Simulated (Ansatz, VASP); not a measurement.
# One calculation of MgO, two programs

Contents of INCAR:

```
  PREC = Accurate
  ENCUT = 520
  EDIFF = 1E-6
  ISMEAR = -1
  SIGMA = 0.02
  LREAL = False
  LASPH = True
  NELM = 80
  ALGO = Normal
  ISIF = 2
  LWAVE = False
  LCHARG = False
  GGA = PE
  NBANDS = 11
```

File KPOINTS:

```
regular mesh
0
Gamma
  10 10 10
```

POSCAR

```
MgO
1.0
    0.0000000000      2.2280878905      2.1021680257
    2.1021680257      0.0000000000      2.1021680257
    2.1021680257      2.2280878905      0.0000000000
Mg O
1 1
Direct
    0.0000000000      0.0000000000      0.0000000000
    0.5000000000      0.5000000000      0.5000000000
```

Input for Ansatz:

```yaml
crystal:
  lattice:
    - [0.0, 2.2280878905, 2.1021680257]
    - [2.1021680257, 0.0, 2.1021680257]
    - [2.1021680257, 2.2280878905, 0.0]
  atoms:
    - { symbol: Mg, position: [0.0, 0.0, 0.0] }
    - { symbol: O, position: [0.5, 0.5, 0.5] }
kpoints:
  mp_grid: { grid: [10, 10, 10] }
  band_path:
    path:
      - [0.0, 0.0, 0.0]
      - [0.5, 0.0, 0.5]
      - [0.625, 0.25, 0.625]
      - [0.375, 0.375, 0.75]
      - [0.5, 0.5, 0.5]
      - [0.5, 0.25, 0.75]
    npoints: 1
hamiltonian:
  xc: pbe
scf:
  occupations: { method: fermi_dirac, width: 0.02 }
  n_extra_bands: 4
output:
  forces: true
  stress: true
  eigenvalues: true
```

Change from the starting cell: uniaxial_y strain +6.0%.

Alike in both runs: task single point; functional PBE; k mesh 10 × 10 × 10; occupations fermi-dirac, width 0.02 eV; no spin polarisation.

|  | VASP | Ansatz |
| --- | --- | --- |
| version | VASP 6.6.1 | Ansatz 0.2.0 |
| potentials or method | VASP PAW PBE potentials, release 64 (Mg, O) | plane waves, PAW |
| plane-wave cutoff (eV) | 520 | 420 |
| valence electrons in the cell | 8 | 16 |

|  | VASP | Ansatz | Ansatz less VASP |
| --- | --- | --- | --- |
| gap on the k mesh at the Fermi level (eV) | 4.14 | 4.16 | +0.020 |
| pressure (GPa) | -3.1 | -2.4 | +0.75 |
| traceless stress, the component that is largest in VASP (GPa) | -5.41 | -5.39 | +0.020 |

VASP's potentials hold 8 valence electrons a cell and Ansatz's 16, so a difference there can come from the potentials and not from the codes.
